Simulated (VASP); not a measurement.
Input of a VASP 6.6.1 run:

File INCAR:

```
PREC     = Accurate       # precision mode
ENCUT    = 500            # plane-wave cutoff, eV
EDIFF    = 1E-6           # SCF threshold, eV
ISMEAR   = 0              # smearing method
SIGMA    = 0.2            # smearing width, eV
LREAL    = False          # projectors in reciprocal space
LASPH    = True           # aspherical terms in the spheres
NELM     = 120            # most SCF steps
ALGO     = Normal         # electronic algorithm
ISIF     = 2              # what is computed and relaxed
LWAVE    = False          # write WAVECAR
LCHARG   = False          # write CHGCAR
GGA      = PE             # functional
NBANDS   = 59             # bands
GGA_COMPAT= False
```

The input KPOINTS:

```
Automatic mesh
0
Gamma
  6 6 1
```

POSCAR

```
Zr7Ge
1.0
    3.2110875106      0.0000000000      0.0000000000
   -1.6055437553      2.7808833579      0.0000000000
    0.0000000000      0.0000000000     20.2132303865
Zr Ge
7 1
Direct
    0.3333333333      0.6666666667      0.6295833275
    0.0000000000      0.0000000000      0.5000000000
    0.3333333333      0.6666666667      0.8892500111
    0.0000000000      0.0000000000      0.7605045618
    0.3333333333      0.6666666667      0.1107499889
    0.0000000000      0.0000000000      0.2394954382
    0.3333333333      0.6666666667      0.3704166725
    0.0000000000      0.0000000000      0.0000000000
```

Potentials or basis: VASP PAW PBE potentials, release 64 (Zr_sv, Ge_d).

Launch:

```console
$ cat potpaw_PBE.64/Zr_sv/POTCAR potpaw_PBE.64/Ge_d/POTCAR > POTCAR
$ mpirun -np 1 vasp_std > vasp.out
```

Predict the largest force.

0.041 eV/Å.

Estimate the band gap on the k mesh.

zero (bands 49 and 50 overlap by 1.04 eV).

What does it give for the pressure?

0.0 GPa.

Forces on the atoms (eV/Å):
```
Zr   0.000  0.000  0.022
Zr   0.000  0.000  0.000
Zr   0.000  0.000  0.035
Zr   0.000  0.000 -0.041
Zr   0.000  0.000 -0.035
Zr   0.000  0.000  0.041
Zr   0.000  0.000 -0.022
Ge   0.000  0.000  0.000
```

Caveat: the k points lie up to 0.38 Å⁻¹ apart, too coarse for converged energies and pressures of a metal.
